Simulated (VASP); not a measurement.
Write the native input for VASP 6.6.1 that does the following.

```yaml
Task: single point
Functional: PBE
Potentials_or_basis: VASP PAW PBE potentials, release 64 (Na_pv, Cl, Mg)
Cutoff: 400 eV
k_mesh: 1 × 1 × 1, shifted
Occupations: gaussian, width 0.1 eV
Spin: no spin polarisation
Dipole_correction: no
Further_INCAR_settings: LREAL = Auto; ALGO = Normal; EDIFF = 1e-06; NBANDS = 61; ISYM = -1
```

The structure of NaMg5Cl11 lies in POSCAR:

```
NaMg5Cl11
1.0
    7.4550155650      0.3093688539     -0.0565794590
    0.3240667080      7.7614829959      0.1038223823
   -0.0564427701      0.1081519325      7.9574796086
Na Cl Mg
1 11 5
Direct
    0.6143090421      0.8867417574      0.5279161085
    0.7138125090      0.3588626967      0.8562613183
    0.9770865103      0.4891956453      0.1666935239
    0.4469274657      0.2592969438      0.1714163500
    0.8431142505      0.1482372592      0.4409809922
    0.9211642662      0.7141532930      0.7037723734
    0.1983769534      0.3682770948      0.5766836685
    0.7121398055      0.8997242927      0.1421885619
    0.6070400530      0.5499154764      0.4410016550
    0.2626796009      0.8097452728      0.3015803697
    0.0807105581      0.0795648454      0.9621694055
    0.4557903214      0.7841645437      0.8391807121
    0.8746860144      0.4192113257      0.5883987272
    0.3694861988      0.9735879358      0.0684343635
    0.7588318197      0.6589444660      0.9486387437
    0.8439657094      0.2021624794      0.1351963357
    0.3031490212      0.4968802018      0.3314791097
```

One way to write it, as run:

INCAR

```
PREC = Accurate ; ENCUT = 400
EDIFF = 1E-6 ; ISMEAR = 0
SIGMA = 0.1 ; LREAL = Auto
LASPH = T ; NELM = 120
ALGO = Normal ; ISIF = 2
LWAVE = F ; LCHARG = T
GGA = PE ; LELF = T
LVHAR = T ; NBANDS = 61
ISYM = -1 ; GGA_COMPAT = F
```

KPOINTS

```
explicit points
1
Reciprocal
  0.25000000   0.25000000   0.25000000 1
```

Potentials or basis: VASP PAW PBE potentials, release 64 (Na_pv, Cl, Mg).

Launch:

```sh
$ cat potpaw_PBE.64/Na_pv/POTCAR potpaw_PBE.64/Cl/POTCAR potpaw_PBE.64/Mg/POTCAR > POTCAR
$ mpirun -np 1 vasp_std > vasp.out
```

It gave:

The pressure is -0.2 GPa and the largest force is 0.039 eV/Å.

Run time: 46 s on 1 thread of Intel(R) Xeon(R) 6975P-C (Granite Rapids), on a shared host, peak memory 0.33 GiB.
